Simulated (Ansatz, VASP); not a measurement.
# One calculation of TaI, two programs

```
CELL_PARAMETERS angstrom
5.94930 0.00000 0.00000
-2.97465 5.15224 0.00000
0.00000 0.00000 5.07920
ATOMIC_POSITIONS crystal
Ta 0.50000 0.00000 0.00000
Ta 0.50000 0.50000 0.00000
Ta 0.00000 0.50000 0.00000
I 0.00000 0.00000 0.00000
I 0.33333 0.66667 0.50000
I 0.66667 0.33333 0.50000
```

Alike in both runs: task relaxation of cell and atoms; functional PBE; k mesh 6 × 6 × 8; occupations gaussian, width 0.1 eV; no spin polarisation.

|  | VASP | Ansatz |
| --- | --- | --- |
| version | VASP 6.6.1 | Ansatz 0.2.0 |
| potentials or method | VASP PAW PBE potentials, release 64 (Ta_pv, I), cutoff 600 eV | scalar-relativistic, plane waves, PAW |
| valence electrons in the cell | 54 | 90 |

Ansatz gave:

```
gap on the k mesh at the Fermi level, each at its own relaxed structure (eV) : none
relaxed volume (Å³/atom)                                                     : 25.88
relaxed cell length with the largest relative difference (Å)                 : 5.101
```

Q: Which values does VASP return?

A: gap on the k mesh at the Fermi level, each at its own relaxed structure (eV): none; relaxed volume (Å³/atom): 25.87; relaxed cell length with the largest relative difference (Å): 5.098.

A gap of «none» marks a metal or a gap that the smearing closes. VASP's potentials hold 54 valence electrons a cell and Ansatz's 90, so a difference there can come from the potentials and not from the codes.

Neither program's run includes spin-orbit coupling.
